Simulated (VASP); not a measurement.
# Sb (P6/mmm) in VASP: notebook, part 2 of 2

VASP 6.6.1. The steps go on from the part before.

### 3 Density of states, PBE

POSCAR

```
Sb
1.0
    3.2831458784      0.0000000000      0.0000000000
   -1.6415729392      2.8432877350      0.0000000000
    0.0000000000      0.0000000000      3.1236043229
Sb
1
Direct
    0.0000000000      0.0000000000      0.0000000000
```

INCAR.step1

```
SYSTEM = Sb
ALGO     = Normal         ! electronic algorithm
EDIFF    = 1E-6           ! SCF threshold, eV
ENCUT    = 520            ! plane-wave cutoff, eV
GGA      = PE             ! functional
ISIF     = 2              ! what is computed and relaxed
ISMEAR   = -1             ! smearing method
LASPH    = .TRUE.         ! aspherical terms in the spheres
LCHARG   = .TRUE.         ! write CHGCAR
LREAL    = .FALSE.        ! projectors in reciprocal space
LWAVE    = .FALSE.        ! write WAVECAR
NBANDS   = 8              ! bands
NELM     = 100            ! most SCF steps
PREC     = Accurate       ! precision mode
SIGMA    = 0.05           ! smearing width, eV
```

KPOINTS.step1

```
k-points
0
G
  13 13 12
  0 0 0
```

INCAR.step2

```
SYSTEM = Sb
ALGO     = Normal         ! electronic algorithm
EDIFF    = 1E-6           ! SCF threshold, eV
ENCUT    = 520            ! plane-wave cutoff, eV
GGA      = PE             ! functional
ICHARG   = 11             ! starting density
ISIF     = 2              ! what is computed and relaxed
ISMEAR   = -5             ! smearing method
LASPH    = .TRUE.         ! aspherical terms in the spheres
LCHARG   = .FALSE.        ! write CHGCAR
LORBIT   = 11             ! projections on sites
LREAL    = .FALSE.        ! projectors in reciprocal space
LWAVE    = .FALSE.        ! write WAVECAR
NBANDS   = 8              ! bands
NEDOS    = 2001           ! points of the DOS
NELM     = 100            ! most SCF steps
PREC     = Accurate       ! precision mode
SIGMA    = 0.05           ! smearing width, eV
```

KPOINTS.step2

```
k-points
0
G
  20 20 18
  0 0 0
```

Potentials or basis: VASP PAW PBE potentials, release 64 (Sb).

On the command line:

```bash
$ cat potpaw_PBE.64/Sb/POTCAR > POTCAR
$ cp INCAR.step1 INCAR
$ cp KPOINTS.step1 KPOINTS
$ mpirun -np 1 vasp_std > vasp.out
$ cp INCAR.step2 INCAR
$ cp KPOINTS.step2 KPOINTS
$ mpirun -np 1 vasp_std > vasp.out
```

Run time: 22 s. Hardware: 1 thread of Intel Xeon 6975P-C (Granite Rapids), shared host; peak memory 0.22 GiB.

The run converged. Its results:

```
Valence electrons inside the program's atomic spheres : Sb 2.35
```

Levels at points of the mesh, in eV from the Fermi level:
```tsv
k point	band 1	band 2	band 3	band 4	band 5
(0.00, 0.00, 0.00)	-12.49	2.97	4.44	4.44	6.74
(0.50, 0.00, 0.00)	-9.25	-5.49	1.46	5.49	5.65
(0.00, 0.00, 0.50)	-10.16	-5.68	6.37	6.37	11.38
(0.50, 0.00, 0.50)	-6.70	-3.53	-2.97	2.36	3.34
```

Caveat: spin-orbit coupling is left out, which moves the levels of the heavy elements.

### 4 Density of states, PBE (volume scaled by 0.4)

POSCAR

```
Sb
1.0
    2.4295958202      0.0000000000      0.0000000000
   -1.2147979101      2.1040917012      0.0000000000
    0.0000000000      0.0000000000      2.2815411329
Sb
1
Direct
    0.0000000000      0.0000000000      0.0000000000
```

INCAR.step1

```
PREC = Accurate
ENCUT = 520
EDIFF = 1E-7
ISMEAR = -1
SIGMA = 0.05
LREAL = F
LASPH = T
NELM = 100
ALGO = Normal
ISIF = 2
LWAVE = F
LCHARG = T
GGA = PE
NBANDS = 8
```

KPOINTS.step1

```
regular mesh
0
Gamma
  13 13 12
```

INCAR.step2

```
PREC = Accurate
ENCUT = 520
EDIFF = 1E-7
ISMEAR = -5
SIGMA = 0.05
LREAL = F
LASPH = T
NELM = 100
ALGO = Normal
ISIF = 2
LWAVE = F
LCHARG = F
GGA = PE
LORBIT = 11
NBANDS = 8
NEDOS = 2001
ICHARG = 11
```

KPOINTS.step2

```
regular mesh
0
Gamma
  20 20 18
```

On the command line:

```bash
$ cat potpaw_PBE.64/Sb/POTCAR > POTCAR
$ cp INCAR.step1 INCAR
$ cp KPOINTS.step1 KPOINTS
$ mpirun -np 1 vasp_std > vasp.out
$ cp INCAR.step2 INCAR
$ cp KPOINTS.step2 KPOINTS
$ mpirun -np 1 vasp_std > vasp.out
```

Wall time 66 s (1 thread of Intel Xeon 8259CL, shared host); peak memory 0.16 GiB.

The run converged. Its results:

| Quantity | Value |
| --- | --- |
| Valence electrons inside the program's atomic spheres | Sb 3.56 |

Levels at points of the mesh, in eV from the Fermi level:
| k point | band 1 | band 2 | band 3 | band 4 | band 5 | band 6 |
| --- | --- | --- | --- | --- | --- | --- |
| (0.00, 0.00, 0.00) | -24.25 | 4.70 | 7.21 | 9.07 | 9.91 | 9.91 |
| (0.50, 0.00, 0.00) | -14.72 | -13.66 | 1.22 | 7.03 | 10.31 | 13.34 |
| (0.00, 0.00, 0.50) | -16.05 | -15.31 | 10.71 | 12.69 | 14.88 | 14.88 |
| (0.50, 0.00, 0.50) | -9.18 | -8.13 | -4.05 | -1.55 | 7.69 | 7.76 |

Caveat: spin-orbit coupling is left out, which moves the levels of the heavy elements.

### 5 Density of states, PBE (volume scaled by 0.4)

POSCAR is that of step 4.

INCAR.step1

```
PREC = Accurate
ENCUT = 400
EDIFF = 1E-6
ISMEAR = -1
SIGMA = 0.05
LREAL = F
LASPH = T
NELM = 120
ALGO = Normal
ISIF = 2
LWAVE = F
LCHARG = T
GGA = PE
NBANDS = 14
GGA_COMPAT = F
NEDOS = 2001
LORBIT = 11
```

KPOINTS.step1 is that of step 4.

INCAR.step2

```
PREC = Accurate
ENCUT = 400
EDIFF = 1E-6
ISMEAR = -5
SIGMA = 0.05
LREAL = F
LASPH = T
NELM = 120
ALGO = Normal
ISIF = 2
LWAVE = F
LCHARG = F
GGA = PE
LORBIT = 11
NBANDS = 14
NEDOS = 2001
ICHARG = 11
GGA_COMPAT = F
```

KPOINTS.step2 is that of step 4.

Potentials or basis: VASP PAW PBE potentials, release 64 (Sb_d_GW).

On the command line:

```bash
$ cat potpaw_PBE.64/Sb_d_GW/POTCAR > POTCAR
$ cp INCAR.step1 INCAR
$ cp KPOINTS.step1 KPOINTS
$ mpirun -np 1 vasp_std > vasp.out
$ cp INCAR.step2 INCAR
$ cp KPOINTS.step2 KPOINTS
$ mpirun -np 1 vasp_std > vasp.out
```

Wall time 28 s (1 thread of Intel Xeon Platinum 8375C at 2.90GHz (Ice Lake), shared host); peak memory 0.18 GiB.

Results (log left out):

```
Valence electrons inside the program's atomic spheres : Sb 14.51
```

Levels at points of the mesh, in eV from the Fermi level:
```csv
k point,band 3,band 4,band 5,band 6,band 7,band 8,band 9,band 10,band 11,band 12
"(0.00, 0.00, 0.00)",-32.62,-31.36,-31.36,-24.18,4.68,7.19,9.71,9.71,10.63,14.88
"(0.50, 0.00, 0.00)",-31.98,-31.50,-31.24,-14.62,-13.38,1.26,7.74,10.07,12.99,17.96
"(0.00, 0.00, 0.50)",-32.28,-32.12,-32.12,-15.64,-15.21,10.41,12.14,14.39,14.39,20.80
"(0.50, 0.00, 0.50)",-32.34,-31.17,-30.80,-9.11,-8.06,-4.18,-1.52,7.60,7.66,13.92
```

Caveat: spin-orbit coupling is left out, which moves the levels of the heavy elements.
